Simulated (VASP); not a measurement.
# YPt2S4 (P-3m1) in VASP: further runs

The runs below take YPt2S4 through relaxation of cell and atoms, single point, with PBE+D3(BJ).

Everything below comes from runs of VASP 6.6.1. Logs are shortened: lines on timing, memory, paths and dates and some standing lists are left out, and cuts for length are marked.

**1. The cell of the first run**

The structure is trigonal, space group P-3m1 (No. 164). The conventional cell has a = 3.612 Å, b = 3.612 Å, c = 12.484 Å, α = 90.00°, β = 90.00°, γ = 120.00°. Y (site symmetry -3m) has 6 S at 3.05 Å and 6 Y at 3.61 Å and 6 Pt at 4.07 Å within 4.1 Å. Pt (site symmetry 3m) has 6 S at 2.44 Å within 3.2 Å. S (site symmetry 3m) has 3 Pt at 2.44 Å and 3 Y at 3.05 Å and 3 S at 3.28 Å within 3.3 Å. S (site symmetry 3m) has 3 Pt at 2.44 Å and 4 S at 2.97 to 3.28 Å within 3.3 Å.

**2. Relaxation of cell and atoms, PBE+D3(BJ)**

INCAR reads:

```
SYSTEM = YPt2S4
PREC     = Accurate       ! precision mode
ENCUT    = 600            ! plane-wave cutoff, eV
EDIFF    = 1E-7           ! SCF threshold, eV
ISMEAR   = 0              ! smearing method
SIGMA    = 0.1            ! smearing width, eV
LREAL    = .FALSE.        ! projectors in reciprocal space
LASPH    = .TRUE.         ! aspherical terms in the spheres
NELM     = 80             ! most SCF steps
ALGO     = Normal         ! electronic algorithm
ISIF     = 3              ! what is computed and relaxed
LWAVE    = .FALSE.        ! write WAVECAR
LCHARG   = .FALSE.        ! write CHGCAR
GGA      = PE             ! functional
IVDW     = 12             ! dispersion correction
IBRION   = 2              ! ionic algorithm
NSW      = 90             ! ionic steps
EDIFFG   = -0.04          ! ionic threshold
```

KPOINTS reads:

```
regular mesh
0
G
  6 6 2
  0 0 0
```

POSCAR reads:

```
YPt2S4
1.0
    3.6118935400      0.0000000000      0.0000000000
   -1.8059467700      3.1279915600      0.0000000000
    0.0000000000      0.0000000000     12.4844077300
Y Pt S
1 2 4
Direct
    0.0000000000      0.0000000000      0.0000000000
    0.6666666700      0.3333333300      0.7203334800
    0.3333333300      0.6666666700      0.2796665200
    0.3333333300      0.6666666700      0.8217186000
    0.0000000000      0.0000000000      0.6189483700
    0.0000000000      0.0000000000      0.3810516300
    0.6666666700      0.3333333300      0.1782814000
```

Potentials or basis: VASP PAW PBE potentials, release 64 (Y_sv, Pt, S).

Started as:

```bash
cat potpaw_PBE.64/Y_sv/POTCAR potpaw_PBE.64/Pt/POTCAR potpaw_PBE.64/S/POTCAR > POTCAR
mpirun -np 1 vasp_std > vasp.out
```

OUTCAR:

```text
SYSTEM = YPt2S4
   PREC = Accurate
   ENCUT = 600
   EDIFF = 1E-7
   ISMEAR = 0
   LREAL = .FALSE.
   LASPH = .TRUE.
   NELM = 80
   ISIF = 3
   GGA = PE
   IVDW = 12
   IBRION = 2
   NSW = 90
   EDIFFG = -0.04
 IVDW          = 12

 ion  position               nearest neighbor table
   1  0.000  0.000  0.000-   4 3.05   7 3.05   4 3.05   7 3.05   7 3.05   4 3.05
   2  0.667  0.333  0.720-   5 2.44   5 2.44   5 2.44   4 2.44   4 2.44   4 2.44
   3  0.333  0.667  0.280-   6 2.44   6 2.44   6 2.44   7 2.44   7 2.44   7 2.44
   4  0.333  0.667  0.822-   2 2.44   2 2.44   2 2.44   1 3.05   1 3.05   1 3.05
   5  0.000  0.000  0.619-   2 2.44   2 2.44   2 2.44
   6  0.000  0.000  0.381-   3 2.44   3 2.44   3 2.44
   7  0.667  0.333  0.178-   3 2.44   3 2.44   3 2.44   1 3.05   1 3.05   1 3.05

  LATTYP: Found a hexagonal cell.
 ALAT       =     3.6118935400
 C/A-ratio  =     3.4564716794

  Lattice vectors:

 A1 = (   3.6118935400,   0.0000000000,   0.0000000000)
 A2 = (  -1.8059467700,   3.1279915600,   0.0000000000)
 A3 = (   0.0000000000,   0.0000000000,  12.4844077300)

Analysis of symmetry for initial positions (statically):
=====================================================================
 Subroutine PRICEL returns:
 Original cell was already a primitive cell.

 Routine SETGRP: Setting up the symmetry group for a
 hexagonal supercell.

 Subroutine GETGRP returns: Found 12 space group operations
 (whereof 12 operations were pure point group operations)
 out of a pool of 24 trial point group operations.

The static configuration has the point symmetry D_3d.

Analysis of symmetry for dynamics (positions and initial velocities):
=====================================================================
 Subroutine PRICEL returns:
 Original cell was already a primitive cell.

 Routine SETGRP: Setting up the symmetry group for a
 hexagonal supercell.

 Subroutine GETGRP returns: Found 12 space group operations
 (whereof 12 operations were pure point group operations)
 out of a pool of 24 trial point group operations.

The dynamic configuration has the point symmetry D_3d.

 Subroutine INISYM returns: Found 12 space group operations
 (whereof 12 operations are pure point group operations),
 and found     1 'primitive' translations

----------------------------------------------------------------------------------------

                                     Primitive cell

  volume of cell :     141.0485

  direct lattice vectors                    reciprocal lattice vectors
     3.611893540  0.000000000  0.000000000     0.276863088  0.159846979  0.000000000
    -1.805946770  3.127991560  0.000000000     0.000000000  0.319693957  0.000000000
     0.000000000  0.000000000 12.484407730     0.000000000  0.000000000  0.080099915

  length of vectors
     3.611893540  3.611893539 12.484407730     0.319693957  0.319693957  0.080099915

  position of ions in fractional coordinates (direct lattice)
     0.000000000  0.000000000  0.000000000
     0.666666670  0.333333330  0.720333480
     0.333333330  0.666666670  0.279666520
     0.333333330  0.666666670  0.821718600
     0.000000000  0.000000000  0.618948370
     0.000000000  0.000000000  0.381051630
     0.666666670  0.333333330  0.178281400

  ion indices of the primitive-cell ions
   primitive index   ion index
                 1           1
                 2           2
                 3           3
                 4           4
                 5           5
                 6           6
                 7           7

----------------------------------------------------------------------------------------

 KPOINTS: regular mesh

Automatic generation of k-mesh.
 Grid dimensions read from file:
 generate k-points for:    6    6    2

 Generating k-lattice:

  Cartesian coordinates                     Fractional coordinates (reciprocal lattice)
     0.046143848  0.026641163  0.000000000     0.166666667  0.000000000  0.000000000
     0.000000000  0.053282326  0.000000000     0.000000000  0.166666667  0.000000000
     0.000000000  0.000000000  0.040049958     0.000000000  0.000000000  0.500000000

  Length of vectors
     0.053282326  0.053282326  0.040049958

  Shift w.r.t. Gamma in fractional coordinates (k-lattice)
     0.000000000  0.000000000  0.000000000

 Subroutine IBZKPT returns following result:
 ===========================================

 Found     14 irreducible k-points:

 Following reciprocal coordinates:
            Coordinates               Weight
  0.000000  0.000000  0.000000      1.000000
  0.166667  0.000000  0.000000      6.000000
  0.333333  0.000000  0.000000      6.000000
  0.500000  0.000000  0.000000      3.000000
  0.166667  0.166667  0.000000      6.000000
  0.333333  0.166667  0.000000     12.000000
  0.333333  0.333333  0.000000      2.000000
  0.000000  0.000000  0.500000      1.000000
  0.166667  0.000000  0.500000      6.000000
  0.333333  0.000000  0.500000      6.000000
  0.500000  0.000000  0.500000      3.000000
  0.166667  0.166667  0.500000      6.000000
  0.333333  0.166667  0.500000     12.000000
  0.333333  0.333333  0.500000      2.000000
   k-points           NKPTS =     14   k-points in BZ     NKDIM =     14   number of bands    NBANDS=     33
   number of dos      NEDOS =    301   number of ions     NIONS =      7
   total plane-waves  NPLWV =  90000
   dimension x,y,z NGX =    30 NGY =   30 NGZ =  100
   dimension x,y,z NGXF=    60 NGYF=   60 NGZF=  200
   ions per type =               1   2   4
   NGX,Y,Z   is equivalent  to a cutoff of  13.81, 13.81, 13.32 a.u.
   NGXF,Y,Z  is equivalent  to a cutoff of  27.62, 27.62, 26.63 a.u.
 SYSTEM =  YPt2S4
   PREC   = accura    normal or accurate (medium, high low for compatibility)
   ISTART =      0    job   : 0-new  1-cont  2-samecut
   ICHARG =      2    charge: 1-file 2-atom 10-const
   ISPIN  =      1    spin polarized calculation?
   LNONCOLLINEAR =      F non collinear calculations
   LSORBIT =      F    spin-orbit coupling
   LASPH  =      T    aspherical Exc in radial PAW
   ENCUT  =  600.0 eV  44.10 Ry    6.64 a.u.   7.21  7.21 24.93*2*pi/ulx,y,z
   NELM   =     80;   NELMIN=  2; NELMDL= -5     # of ELM steps
   EDIFF  = 0.1E-06   stopping-criterion for ELM
   LREAL  =      F    real-space projection
   EDIFFG = -.4E-01   stopping-criterion for IOM
   NSW    =     90    number of steps for IOM
   IBRION =      2    ionic relax: 0-MD 1-quasi-New 2-CG
   NFREE  =      1    steps in history (QN), initial steepest desc. (CG)
   ISIF   =      3    stress and relaxation
   ISYM   =      2    0-nonsym 1-usesym 2-fastsym
   POTIM  = 0.5000    time-step for ionic-motion
   TEBEG  =    0.0;   TEEND  =   0.0 temperature during run
   PSTRESS=    0.0 pullay stress
   NELECT =      55.0000    total number of electrons
   NUPDOWN=      -1.0000    fix difference up-down
   EMIN   =  10.00;   EMAX   =-10.00  energy-range for DOS
   EFERMI =   0.00;   METHOD = LEGACY
   ISMEAR =     0;   SIGMA  =   0.10  broadening in eV -4-tet -1-fermi 0-gaus
   EFERMI_NEDOS =   21; number of points for ismear=-14 and -15
   IALGO  =     38    algorithm
   IMIX   =      4    mixing-type and parameters
     AMIX     =   0.40;   BMIX     =  1.00
     AMIX_MAG =   1.60;   BMIX_MAG =  1.00
  volume/ion in A,a.u.               =      20.15       135.98
  Fermi-wavevector in a.u.,A,eV,Ry     =   1.196023  2.260156 19.462744  1.430471
  Thomas-Fermi vector in A             =   2.331974
   LORBIT       =      0    0 simple, 1 ext, 2 COOP (PROOUT), +10 PAW based schemes
   GGA     = PE    functional components
   LHFCALC =     F    Hartree Fock is set to
   AEXX    =    0.0000 exact exchange contribution
   IVDW    =    12    specifies the selected vdW correction
   LEPSILON=     F    determine dielectric tensor
   LRPA    =     F    only Hartree local field effects (RPA)
 conjugate gradient relaxation of ions
 non-spin polarized calculation
 Gauss-broadening in eV      SIGMA  =   0.10
  energy-cutoff  :      600.00
  volume of cell :      141.05
 maximum number of plane-waves:      4746
 NGX is ok and might be reduce to    30
   NGX = 15   NGY = 15   NGZ = 49

--------------------------------------- Ionic step        1  -------------------------------------------

 number of electron      55.0000007 magnetization

 Free energy of the ion-electron system (eV)
  ---------------------------------------------------
  ext. energy  EPLUGINS =         0.00000000
  ---------------------------------------------------
  free energy    TOTEN  =       -37.57353359 eV

  energy without entropy =      -37.52417782  energy(sigma->0) =      -37.54885571

------------------------ aborting loop because EDIFF is reached ----------------------------------------

 Edisp (eV)   -2.86429

 E8    (eV) :    -1.2131

  FORCE on cell =-STRESS in cart. coord.  units (eV):
  Direction    XX          YY          ZZ          XY          YZ          ZX
  --------------------------------------------------------------------------------------
  -------------------------------------------------------------------------------------
  Total      -1.90068    -1.90068    -3.60850     0.00000    -0.00000     0.00000
  in kB     -21.58988   -21.58988   -40.98918     0.00000    -0.00000     0.00000
  external pressure =      -28.06 kB  Pullay stress =        0.00 kB
[... 112 lines left out ...]
  FREE ENERGIE OF THE ION-ELECTRON SYSTEM (eV)
  ---------------------------------------------------
  free  energy   TOTEN  =       -40.5800020320 eV

  energy  without entropy=      -40.5325598649  energy(sigma->0) =      -40.55628095

[... ionic steps 4 to 40 ...]

--------------------------------------- Ionic step       41  -------------------------------------------

 number of electron      55.0000001 magnetization

------------------------ aborting loop because EDIFF is reached ----------------------------------------

 Edisp (eV)   -3.10260

 E8    (eV) :    -1.3109
[... 79 lines left out ...]
  energy  without entropy=      -41.8758039551  energy(sigma->0) =      -41.88743234

--------------------------------------- Ionic step       43  -------------------------------------------

 number of electron      55.0000000 magnetization

 Free energy of the ion-electron system (eV)
  ---------------------------------------------------
  ext. energy  EPLUGINS =         0.00000000
  ---------------------------------------------------
  free energy    TOTEN  =       -38.79447171 eV

  energy without entropy =      -38.77136754  energy(sigma->0) =      -38.78291963

 E-fermi :   7.3765     XC(G=0): -10.8505

 val. band max:        7.3455751155   @ k =   0.3333   0.1667   0.0000
 cond. band min:       7.4006163355   @ k =   0.3333   0.3333   0.5000
 fundamental gap:      0.0550412200
 Fermi energy:         7.3765087971

 k-point     1 :       0.0000    0.0000    0.0000
  band No.  band energies     occupation
      1     -35.8284      2.00000
      2     -16.0167      2.00000
      3     -15.7715      2.00000
      4     -15.7715      2.00000
      5      -9.0124      2.00000
      6      -7.2504      2.00000
[... 531 lines left out ...]
  FREE ENERGIE OF THE ION-ELECTRON SYSTEM (eV)
  ---------------------------------------------------
  free  energy   TOTEN  =       -41.8993145310 eV

  energy  without entropy=      -41.8762103619  energy(sigma->0) =      -41.88776245

 reached required accuracy - stopping structural energy minimisation
```

Wall time 27 min (1 thread of Intel Xeon 6975P-C (Granite Rapids), shared host); peak memory 0.36 GiB.

What came out:

| Item | Value |
| --- | --- |
| Free energy | -41.8993 eV |
| Relaxed volume | 18.49 Å³/atom |
| Relaxed cell | a = 3.939 Å, b = 3.939 Å, c = 9.631 Å, α = 90.00°, β = 90.00°, γ = 120.00° |
| Space group after relaxing (to 0.1 Å) | P-3m1 (No. 164) |
| Energy gained by relaxing | 208.8 meV/atom |
| Ionic steps | 43 |
| Pressure after relaxing | 0.0 GPa |
| Largest force after relaxing | 0.025 eV/Å |
| Band gap on the k mesh | zero (an odd number of electrons rules out a gap without spin polarisation) |
| Dispersion energy per atom | -0.444 eV |

Forces on the atoms (eV/Å):
```
Y    0.000  0.000  0.000
Pt   0.000  0.000  0.003
Pt   0.000  0.000 -0.003
S    0.000  0.000  0.014
S    0.000  0.000  0.025
S    0.000  0.000 -0.025
S    0.000  0.000 -0.014
```

The path:
| step | energy change (eV) | largest force (eV/Å) | pressure (GPa) | volume (Å³) |
| --- | --- | --- | --- | --- |
| 1 | 0.0000 | 0.9980 | -2.81 | 141.05 |
| 3 | -0.1422 | 1.1979 | 2.51 | 134.21 |
| 5 | -0.6098 | 0.7086 | 3.21 | 132.74 |
| 7 | -0.7314 | 0.4745 | 5.01 | 131.92 |
| 9 | -0.8817 | 0.1516 | -0.92 | 138.86 |
| 11 | -0.9270 | 0.3121 | -0.47 | 138.24 |
| 13 | -0.9949 | 0.5782 | 1.95 | 133.17 |
| 15 | -1.0050 | 0.8440 | 3.51 | 130.49 |
| 17 | -1.0168 | 0.8834 | 3.56 | 130.16 |
| 19 | -1.0632 | 1.0664 | 3.87 | 128.62 |
| 21 | -1.0466 | 1.5205 | 7.50 | 121.72 |
| 23 | -1.1773 | 1.5441 | 4.09 | 125.69 |
| 25 | -1.2848 | 0.9336 | 1.42 | 127.20 |
| 27 | -1.3723 | 0.7084 | 0.07 | 128.95 |
| 29 | -1.4452 | 0.1667 | -0.39 | 129.91 |
| 31 | -1.4503 | 0.1312 | 0.12 | 129.37 |
| 33 | -1.4562 | 0.0868 | 0.05 | 129.43 |
| 35 | -1.4583 | 0.0616 | 0.03 | 129.43 |
| 37 | -1.4607 | 0.0681 | -0.21 | 129.67 |
| 39 | -1.4611 | 0.0605 | -0.01 | 129.47 |
| 41 | -1.4611 | 0.0608 | -0.04 | 129.48 |
| 43 | -1.4615 | 0.0251 | 0.04 | 129.40 |

Final structure:
```cif
data_structure
_symmetry_space_group_name_H-M 'P 1'
_symmetry_Int_Tables_number 1
_cell_length_a 3.9389
_cell_length_b 3.9389
_cell_length_c 9.6308
_cell_angle_alpha 90.000
_cell_angle_beta 90.000
_cell_angle_gamma 120.000
_cell_volume 129.40
loop_
_atom_site_label
_atom_site_type_symbol
_atom_site_fract_x
_atom_site_fract_y
_atom_site_fract_z
_atom_site_occupancy
Y1 Y 0.00000 0.00000 0.00000 1
Pt1 Pt 0.66667 0.33333 0.73450 1
Pt2 Pt 0.33333 0.66667 0.26550 1
S1 S 0.33333 0.66667 0.84428 1
S2 S 0.00000 0.00000 0.60484 1
S3 S 0.00000 0.00000 0.39516 1
S4 S 0.66667 0.33333 0.15572 1
```

Levels at points of the mesh, in eV from the Fermi level:
```csv
k point,band 24,band 25,band 26,band 27,band 28,band 29,band 30,band 31
"(0.00, 0.00, 0.00)",-2.27,-2.11,0.35,0.35,0.67,0.67,0.87,0.94
"(0.50, 0.00, 0.00)",-2.71,-2.48,-1.07,-0.06,-0.05,0.66,1.44,2.53
"(0.00, 0.00, 0.50)",-1.95,-1.95,-0.77,-0.77,0.12,1.52,1.52,1.69
"(0.50, 0.00, 0.50)",-2.77,-2.38,-1.19,-0.50,0.11,1.27,1.49,2.24
```

Caveat: a cell axis changed by over 15 % at a fixed basis, so the end point is rough; spin-orbit coupling is left out, which moves the levels of the heavy elements; an odd number of electrons without spin polarisation forces a metal; a magnetic or distorted state may lie lower.

**3. Single point, PBE+D3(BJ)**

This run uses another cell than the first one, of 18.52 Å³/atom.

INCAR reads:

```
PREC     = Accurate       # precision mode
ENCUT    = 520            # plane-wave cutoff, eV
EDIFF    = 1E-6           # SCF threshold, eV
ISMEAR   = 0              # smearing method
SIGMA    = 0.1            # smearing width, eV
LREAL    = False          # projectors in reciprocal space
LASPH    = True           # aspherical terms in the spheres
NELM     = 100            # most SCF steps
ALGO     = Normal         # electronic algorithm
ISIF     = 2              # what is computed and relaxed
LWAVE    = False          # write WAVECAR
LCHARG   = False          # write CHGCAR
GGA      = PE             # functional
IVDW     = 12             # dispersion correction
NBANDS   = 36             # bands
```

KPOINTS reads:

```
regular mesh
0
Gamma
  12 12 4
```

POSCAR reads:

```
YPt2S4
1.0
    3.9301785470      0.0000000000      0.0000000000
   -1.9650892735      3.4036344631      0.0000000000
    0.0000000000      0.0000000000      9.6895549541
Y Pt S
1 2 4
Direct
    0.0000000000      0.0000000000      0.0000000000
    0.6666666667      0.3333333333      0.7326642747
    0.3333333333      0.6666666667      0.2673357253
    0.3333333333      0.6666666667      0.8456931272
    0.0000000000      0.0000000000      0.6050728741
    0.0000000000      0.0000000000      0.3949271259
    0.6666666667      0.3333333333      0.1543068728
```

Potentials or basis: VASP PAW PBE potentials, release 64 (Y_sv, Pt, S).

Started as:

```bash
cat potpaw_PBE.64/Y_sv/POTCAR potpaw_PBE.64/Pt/POTCAR potpaw_PBE.64/S/POTCAR > POTCAR
mpirun -np 1 vasp_std > vasp.out
```

Run time: 2.5 min. Hardware: 1 thread of Intel Xeon 6975P-C (Granite Rapids), shared host; peak memory 0.46 GiB.

The run converged. Its results:

```yaml
Free_energy: -41.8908 eV
Pressure: -0.2 GPa
Largest_force: 0.111 eV/Å
Band_gap_on_the_k_mesh: zero (an odd number of electrons rules out a gap without spin polarisation)
Dispersion_energy_per_atom: -0.443 eV
```

Forces on the atoms (eV/Å):
```
Y    0.000  0.000  0.000
Pt   0.000  0.000 -0.001
Pt   0.000  0.000  0.001
S    0.000  0.000  0.001
S    0.000  0.000 -0.111
S    0.000  0.000  0.111
S    0.000  0.000 -0.001
```

Stress tensor (GPa, compression positive):
```
-0.11  0.00  0.00
 0.00 -0.11  0.00
 0.00  0.00 -0.49
```

Levels at points of the mesh, in eV from the Fermi level:
```
           k point  band 24  band 25  band 26  band 27  band 28  band 29  band 30  band 31
(0.00, 0.00, 0.00)    -2.32    -2.14     0.33     0.33     0.68     0.68     0.92     0.94
(0.50, 0.00, 0.00)    -2.67    -2.55    -1.02    -0.02    -0.02     0.63     1.40     2.43
(0.00, 0.00, 0.50)    -1.99    -1.99    -0.77    -0.77     0.14     1.51     1.51     1.68
(0.50, 0.00, 0.50)    -2.72    -2.48    -1.14    -0.48     0.13     1.24     1.45     2.19
```

Caveat: spin-orbit coupling is left out, which moves the levels of the heavy elements; an odd number of electrons without spin polarisation forces a metal; a magnetic or distorted state may lie lower.

(Part 1 of 2 ends here.)

The gap in the log of VASP goes by the Fermi energy; the results here count the filled bands.